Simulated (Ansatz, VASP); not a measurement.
AlN: VASP beside Ansatz

File INCAR:

```
SYSTEM = AlN
PREC = Accurate
ENCUT = 600
EDIFF = 1E-6
ISMEAR = 0
SIGMA = 0.01
LREAL = .False.
LASPH = .True.
NELM = 120
ALGO = Normal
ISIF = 2
LWAVE = .False.
LCHARG = .True.
GGA = PS
LELF = .True.
LVHAR = .True.
NBANDS = 16
GGA_COMPAT = .False.
```

File KPOINTS:

```
Automatic mesh
0
Gamma
  8 8 1
  0 0 0
```

File POSCAR:

```
AlN
1.0
    3.1066945025      0.0000000000      0.0000000000
   -1.5533472512      2.6904763609      0.0000000000
    0.0000000000      0.0000000000      4.9785885509
Al N
2 2
Direct
    0.3333333333      0.6666666667     -0.0007956041
    0.6666666667      0.3333333333      0.4992043959
    0.3333333333      0.6666666667      0.3807956041
    0.6666666667      0.3333333333      0.8807956041
```

Input for Ansatz:

```yaml
crystal:
  lattice:
    - [3.1066945025, 0.0, 0.0]
    - [-1.5533472512, 2.6904763609, 0.0]
    - [0.0, 0.0, 4.9785885509]
  atoms:
    - { symbol: Al, position: [0.3333333333, 0.6666666667, -0.0007956041] }
    - { symbol: Al, position: [0.6666666667, 0.3333333333, 0.4992043959] }
    - { symbol: "N", position: [0.3333333333, 0.6666666667, 0.3807956041] }
    - { symbol: "N", position: [0.6666666667, 0.3333333333, 0.8807956041] }
kpoints:
  mp_grid: { grid: [8, 8, 1] }
hamiltonian:
  xc: pbesol
scf:
  occupations: { method: fixed }
  n_extra_bands: 5
output:
  forces: true
  stress: true
  eigenvalues: true
```

Alike in both runs: task single point; functional PBEsol; k mesh 8 × 8 × 1; no spin polarisation.

|  | VASP | Ansatz |
| --- | --- | --- |
| version | VASP 6.6.1 | Ansatz 0.2.0 |
| potentials or method | VASP PAW PBE potentials, release 64 (Al, N) | plane waves |
| plane-wave cutoff (eV) | 600 | 420 |
| occupations | gaussian, width 0.01 eV | fixed |
| valence electrons in the cell | 16 | 16 |

```tsv
	VASP	Ansatz	Ansatz less VASP
gap on the k mesh at the Fermi level (eV)	4.18	4.17	-0.017
pressure (GPa)	1.0	1.2	+0.20
traceless stress, the component that is largest in VASP (GPa)	-3.03	-3.02	+0.012
rms of the force components (eV/Å)	0.018	0.018	-0.0004
```

VASP's potentials were made for PBE, not for PBEsol. Atom by atom the forces differ by 0.000 eV/Å (rms over components).

The k mesh is coarse, so the values compare programs but aren't converged.
